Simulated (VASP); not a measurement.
# Mo16H (a cell with a defect) in VASP: single point with PBE

Aim: the single point of Mo16H (a cell with a defect) with PBE.

All numbers are computed with VASP 6.6.1; they aren't measurements. Logs are shortened: lines on timing, memory, paths and dates and some standing lists are left out, and cuts for length are marked.

### 1 The cell of the first run

The cell holds a defect, 17 atoms: a = 6.300 Å, b = 6.300 Å, c = 6.300 Å, α = 90.00°, β = 90.00°, γ = 90.00°.

### 2 Single point, PBE

INCAR reads:

```
SYSTEM = Mo16H
PREC = Accurate
ENCUT = 520
EDIFF = 1E-7
ISMEAR = -1
SIGMA = 0.05
LREAL = Auto
LASPH = .True.
NELM = 60
ALGO = Normal
ISIF = 2
LWAVE = .False.
LCHARG = .False.
GGA = PE
NBANDS = 126
```

KPOINTS reads:

```
regular mesh
0
Gamma
  3 3 3
  0 0 0
```

POSCAR reads:

```
Mo16H
1.0
    6.3000000000      0.0000000000      0.0000000000
    0.0000000000      6.3000000000      0.0000000000
    0.0000000000      0.0000000000      6.3000000000
Mo H
16 1
Direct
   -0.0046666667     -0.0098730159     -0.0002222222
    0.5036825397     -0.0190317460      0.0098412698
   -0.0058730159      0.4994920635     -0.0001587302
   -0.0090000000      0.0110000000      0.5042063492
    0.2536349206      0.2468095238      0.2609841270
    0.4965555556      0.5095238095      0.0030793651
    0.4900952381     -0.0083968254      0.4995555556
    0.7423650794      0.2552063492      0.2471111111
   -0.0049841270      0.4946349206      0.4944285714
    0.2493650794      0.7556666667      0.2410476190
    0.2517142857      0.2621111111      0.7433174603
    0.4997142857      0.5108888889      0.4880634921
    0.7565396825      0.7678412698      0.2429523810
    0.7436349206      0.2596190476      0.7491904762
    0.2584444444      0.7390317460      0.7486984127
    0.7585396825      0.7449682540      0.7493174603
    0.1629682540     -0.0002857143      0.7622698413
```

Potentials or basis: VASP PAW PBE potentials, release 64 (Mo_sv, H).

Started as:

```bash
cat potpaw_PBE.64/Mo_sv/POTCAR potpaw_PBE.64/H/POTCAR > POTCAR
mpirun -np 1 vasp_std > vasp.out
```

OUTCAR:

```text
SYSTEM = Mo16H
   PREC = Accurate
   ENCUT = 520
   EDIFF = 1E-7
   ISMEAR = -1
   LREAL = Auto
   LASPH = .True.
   NELM = 60
   ISIF = 2
   GGA = PE

 ion  position               nearest neighbor table
   1  0.995  0.990  1.000-  17 1.83  13 2.56  10 2.66  16 2.66  15 2.78   8 2.79  14 2.81   5 2.82
                            11 2.86   3 3.09   2 3.10   4 3.12   4 3.18   2 3.20   3 3.21
   2  0.504  0.981  0.010-  13 2.55  10 2.59  15 2.72   8 2.74  16 2.74   5 2.79  14 2.84  11 2.91
                             6 2.97   7 3.09   1 3.10   1 3.20   7 3.22   6 3.33
   3  0.994  0.499  1.000-  16 2.66  14 2.70   8 2.70  13 2.73  11 2.74  10 2.74  15 2.75   5 2.81
                             1 3.09   9 3.12   6 3.14   6 3.17   9 3.18   1 3.21
   4  0.991  0.011  0.504-  17 1.96  13 2.69  14 2.70   5 2.70  16 2.71   8 2.73  11 2.73  10 2.83
                            15 2.85   9 3.05   1 3.12   7 3.15   7 3.16   1 3.18   9 3.25
   5  0.254  0.247  0.261-   7 2.66  12 2.69   9 2.69   4 2.70   6 2.78   2 2.79   3 2.81   1 2.82
                            11 3.04   8 3.08  10 3.10  10 3.21   8 3.22  11 3.26
   6  0.497  0.510  0.003-  15 2.63  10 2.66   8 2.71  14 2.73  16 2.73  11 2.74  13 2.76   5 2.78
                             2 2.97  12 3.06   3 3.14   3 3.17  12 3.24   2 3.33
   7  0.490  0.992  0.500-   5 2.66  15 2.67  10 2.68  13 2.72  11 2.74  16 2.78   8 2.80  14 2.81
                            12 3.03   2 3.09   4 3.15   4 3.16   2 3.22  12 3.27
   8  0.742  0.255  0.247-  12 2.69   9 2.69   3 2.70   6 2.71   4 2.73   2 2.74   1 2.79   7 2.80
                            13 3.07   5 3.08  14 3.14  14 3.16   5 3.22  13 3.23
   9  0.995  0.495  0.494-  11 2.69   8 2.69   5 2.69  14 2.70  16 2.70  15 2.77  13 2.78  10 2.80
                             4 3.05   3 3.12  12 3.12  12 3.18   3 3.18   4 3.25
  10  0.249  0.756  0.241-   2 2.59   1 2.66   6 2.66   7 2.68  12 2.70   3 2.74   9 2.80   4 2.83
                             5 3.10  15 3.10  13 3.11  13 3.20  15 3.20   5 3.21
  11  0.252  0.262  0.743-  17 1.75   9 2.69   4 2.73   3 2.74  12 2.74   6 2.74   7 2.74   1 2.86
                             2 2.91  15 3.01   5 3.04  14 3.10  14 3.20   5 3.26  15 3.30
  12  0.500  0.511  0.488-  15 2.66   5 2.69   8 2.69  10 2.70  11 2.74  16 2.75  14 2.75  13 2.76
                             7 3.03   6 3.06   9 3.12   9 3.18   6 3.24   7 3.27
  13  0.757  0.768  0.243-   2 2.55   1 2.56   4 2.69   7 2.72   3 2.73   6 2.76  12 2.76   9 2.78
                             8 3.07  10 3.11  16 3.11  16 3.19  10 3.20   8 3.23
  14  0.744  0.260  0.749-   4 2.70   3 2.70   9 2.70   6 2.73  12 2.75   7 2.81   1 2.81   2 2.84
                            16 3.06  11 3.10   8 3.14   8 3.16  11 3.20  16 3.24
  15  0.258  0.739  0.749-  17 1.75   6 2.63  12 2.66   7 2.67   2 2.72   3 2.75   9 2.77   1 2.78
                             4 2.85  11 3.01  10 3.10  16 3.15  16 3.15  10 3.20  11 3.30
  16  0.759  0.745  0.749-   3 2.66   1 2.66   9 2.70   4 2.71   6 2.73   2 2.74  12 2.75   7 2.78
                            14 3.06  13 3.11  15 3.15  15 3.15  13 3.19  14 3.24
  17  0.163  1.000  0.762-  11 1.75  15 1.75   1 1.83   4 1.96

  LATTYP: Found a simple cubic cell.
 ALAT       =     6.3000000000

  Lattice vectors:

 A1 = (   6.3000000000,   0.0000000000,   0.0000000000)
 A2 = (   0.0000000000,   6.3000000000,   0.0000000000)
[... 165 lines left out ...]
   IMIX   =      4    mixing-type and parameters
     AMIX     =   0.40;   BMIX     =  1.00
     AMIX_MAG =   1.60;   BMIX_MAG =  1.00
  volume/ion in A,a.u.               =      14.71        99.26
  Fermi-wavevector in a.u.,A,eV,Ry     =   1.580502  2.986716 33.987182  2.497987
  Thomas-Fermi vector in A             =   2.680720
   LORBIT       =      0    0 simple, 1 ext, 2 COOP (PROOUT), +10 PAW based schemes
   GGA     = PE    functional components
   LHFCALC =     F    Hartree Fock is set to
   AEXX    =    0.0000 exact exchange contribution
   IVDW    =     0    specifies the selected vdW correction
   LEPSILON=     F    determine dielectric tensor
   LRPA    =     F    only Hartree local field effects (RPA)
 non-spin polarized calculation
  energy-cutoff  :      520.00
  volume of cell :      250.05
 maximum number of plane-waves:      6763
   NGX = 23   NGY = 23   NGZ = 23

 number of electron     225.0000005 magnetization

 Free energy of the ion-electron system (eV)
  ---------------------------------------------------
  ext. energy  EPLUGINS =         0.00000000
  ---------------------------------------------------
  free energy    TOTEN  =      -177.07244445 eV

  energy without entropy =     -176.96773486  energy(sigma->0) =     -177.02008965

 E-fermi :  12.7302     XC(G=0): -13.4185

 val. band max:       12.7193141083   @ k =   0.0000   0.3333   0.0000
 cond. band min:      12.7340935037   @ k =   0.0000  -0.3333   0.3333
 fundamental gap:      0.0147793954
 Fermi energy:        12.7301926352

 k-point     1 :       0.0000    0.0000    0.0000
  band No.  band energies     occupation
      1     -48.6167      2.00000
      2     -48.4218      2.00000
      3     -48.4120      2.00000
      4     -48.3759      2.00000
      5     -48.3701      2.00000
      6     -48.3556      2.00000
[... 1767 lines left out ...]
    123      13.9755      0.00000
    124      14.0457      0.00000
 [bands above 124 left out]

------------------------ aborting loop because EDIFF is reached ----------------------------------------

  FORCE on cell =-STRESS in cart. coord.  units (eV):
  Direction    XX          YY          ZZ          XY          YZ          ZX
  --------------------------------------------------------------------------------------
  -------------------------------------------------------------------------------------
  Total       10.6131606     15.3000069     10.2439893      0.1214567     -0.5084037     -0.5339016
  in kB       68.0038763     98.0348662     65.6384098      0.7782346     -3.2575994     -3.4209769
  external PRESSURE =      77.2257174 kB  Pullay stress =       0.0000000 kB

 VOLUME and BASIS-vectors are now :
 -----------------------------------------------------------------------------
  energy-cutoff  :      520.00
  volume of cell :      250.05
      direct lattice vectors                 reciprocal lattice vectors
     6.300000000  0.000000000  0.000000000     0.158730159  0.000000000  0.000000000
     0.000000000  6.300000000  0.000000000     0.000000000  0.158730159  0.000000000
     0.000000000  0.000000000  6.300000000     0.000000000  0.000000000  0.158730159

 POSITION                                       TOTAL-FORCE (eV/Angst)
 -----------------------------------------------------------------------------------
      6.27060      6.23780      6.29860        -0.046801      1.176539      0.658508
      3.17320      6.18010      0.06200        -0.291618      2.123606     -0.957225
      6.26300      3.14680      6.29900         0.308251     -0.480503      0.069069
      6.24330      0.06930      3.17650        -0.100192     -0.912223     -0.690461
      1.59790      1.55490      1.64420        -0.431166      0.593291     -1.243788
      3.12830      3.21000      0.01940         0.171555     -1.525173     -0.383628
[... 9 lines left out ...]
      4.77880      4.69330      4.72070        -0.592752      0.498408     -0.497395
      1.02670      6.29820      4.80230        -0.488095      0.023841     -0.202161
 -----------------------------------------------------------------------------------
    total drift:                               -0.000465     -0.001115      0.000173

  FREE ENERGIE OF THE ION-ELECTRON SYSTEM (eV)
  ---------------------------------------------------
  free  energy   TOTEN  =      -177.0724444489 eV

  energy  without entropy=     -176.9677348606  energy(sigma->0) =     -177.02008965
```

OSZICAR:

```text
N       E                     dE             d eps       ncg     rms          rms(c)
DAV:   1     0.305410486189E+04    0.30541E+04   -0.13991E+05  3536   0.189E+03
DAV:   2    -0.236084115053E+02   -0.30777E+04   -0.30185E+04  3684   0.603E+02
DAV:   3    -0.181444769401E+03   -0.15784E+03   -0.15243E+03  4696   0.116E+02
DAV:   4    -0.187585763052E+03   -0.61410E+01   -0.59434E+01  4280   0.166E+01
[... 11 lines left out ...]
DAV:  16    -0.177072445111E+03   -0.44180E-06   -0.46052E-06  4416   0.945E-03    0.366E-03
DAV:  17    -0.177072444914E+03    0.19679E-06   -0.10404E-06  3520   0.489E-03    0.217E-03
DAV:  18    -0.177072444585E+03    0.32909E-06   -0.11030E-07  2288   0.182E-03    0.946E-04
DAV:  19    -0.177072444463E+03    0.12188E-06   -0.48422E-08  2280   0.113E-03    0.371E-04
DAV:  20    -0.177072444449E+03    0.14254E-07   -0.19948E-08  2184   0.689E-04
   1 F= -.17707244E+03 E0= -.17702009E+03  d E =-.104710E+00
```

stdout:

```text
POSCAR found type information on POSCAR MoH
 POSCAR found :  2 types and      17 ions
 scaLAPACK will be used
 LDA part: xc-table for (Slater+PW92), standard interpolation
 POSCAR, INCAR and KPOINTS ok, starting setup
 FFT: planning ... GRIDC
 FFT: planning ... GRID_SOFT
 FFT: planning ... GRID
 WAVECAR not read
 entering main loop
```

It took 23 min on 1 thread of Intel Xeon Platinum 8259CL at 2.50GHz (Skylake/Cascade Lake), shared host; peak memory 0.48 GiB.

Results:

```
Free energy            : -177.0724 eV
Pressure               : 7.7 GPa
Largest force          : 2.348 eV/Å
Band gap on the k mesh : zero (an odd number of electrons rules out a gap without spin polarisation)
```

Forces on the atoms (eV/Å):
```
Mo  -0.047  1.177  0.659
Mo  -0.292  2.124 -0.957
Mo   0.308 -0.481  0.069
Mo  -0.100 -0.912 -0.690
Mo  -0.431  0.593 -1.244
Mo   0.172 -1.525 -0.384
Mo   0.729  0.874  0.310
Mo   0.411  0.293 -0.007
Mo   0.148  0.793  0.095
Mo  -0.185 -0.724  0.817
Mo   0.582  0.786  0.792
Mo   0.138 -0.904  0.666
Mo  -0.346 -1.501  0.934
Mo  -0.011 -0.578  0.061
Mo   0.005 -0.538 -0.421
Mo  -0.593  0.498 -0.497
H   -0.488  0.024 -0.202
```

Levels at points of the mesh, in eV from the Fermi level:
```
           k point  band 109  band 110  band 111  band 112  band 113  band 114  band 115  band 116
(0.00, 0.00, 0.00)     -0.62     -0.61     -0.58     -0.41      0.46      0.59      0.65      0.74
```
